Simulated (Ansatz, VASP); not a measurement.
**MnO in VASP and in Ansatz**

The input INCAR:

```
SYSTEM = MnO
  ALGO = Normal
  EDIFF = 1E-6
  ENCUT = 520
  GGA = PE
  ISIF = 2
  ISMEAR = 0
  ISPIN = 2
  LASPH = .True.
  LCHARG = .False.
  LMAXMIX = 4
  LORBIT = 11
  LREAL = .False.
  LWAVE = .False.
  MAGMOM = 4 0
  NBANDS = 20
  NELM = 150
  PREC = Accurate
  SIGMA = 0.019000000000000003
```

KPOINTS

```
k-points
0
Gamma
  10 10 10
  0 0 0
```

POSCAR

```
MnO
1.0
    0.0000000000      2.2239077028      2.2239077028
    2.2239077028      0.0000000000      2.2239077028
    2.2239077028      2.2239077028      0.0000000000
Mn O
1 1
Direct
    0.0000000000      0.0000000000      0.0000000000
    0.5000000000      0.5000000000      0.5000000000
```

Contents of input.yaml:

```yaml
crystal:
  lattice:
    - [0.0, 2.2239077028, 2.2239077028]
    - [2.2239077028, 0.0, 2.2239077028]
    - [2.2239077028, 2.2239077028, 0.0]
  atoms:
    - { symbol: Mn, position: [0.0, 0.0, 0.0], spin: 4.0 }
    - { symbol: O, position: [0.5, 0.5, 0.5] }
hamiltonian:
  xc: pbe
  pseudopotentials: { kind: paw }
magnetization:
  spin_polarized: true
kpoints:
  mp_grid: { grid: [10, 10, 10] }
scf:
  occupations: { method: gaussian, width: 0.019 }
output:
  forces: true
  stress: true
  eigenvalues: true
```

Alike in both runs: task single point; functional PBE; k mesh 10 × 10 × 10; occupations gaussian, width 0.019 eV; collinear spin.

|  | VASP | Ansatz |
| --- | --- | --- |
| version | VASP 6.6.1 | Ansatz 0.2.0 |
| potentials or method | VASP PAW PBE potentials, release 64 (Mn_pv, O) | Ansatz PAW |
| plane-wave cutoff (eV) | 520 | 420 |
| valence electrons in the cell | 19 | 21 |

|  | VASP | Ansatz | Ansatz less VASP |
| --- | --- | --- | --- |
| gap on the k mesh at the Fermi level (eV) | none | none | - |
| pressure (GPa) | 0.4 | 0.2 | -0.14 |
| net moment per atom (μB) | 2.40 | 2.40 | 0.000 |
| size of the moment on the site where the two differ most (μB) | 4.36 | 4.07 | -0.285 |

Site moments also hang on the region over which each program counts them. A gap of «none» marks a metal or a gap that the smearing closes. VASP's potentials hold 19 valence electrons a cell and Ansatz's 21, so a difference there can come from the potentials and not from the codes.
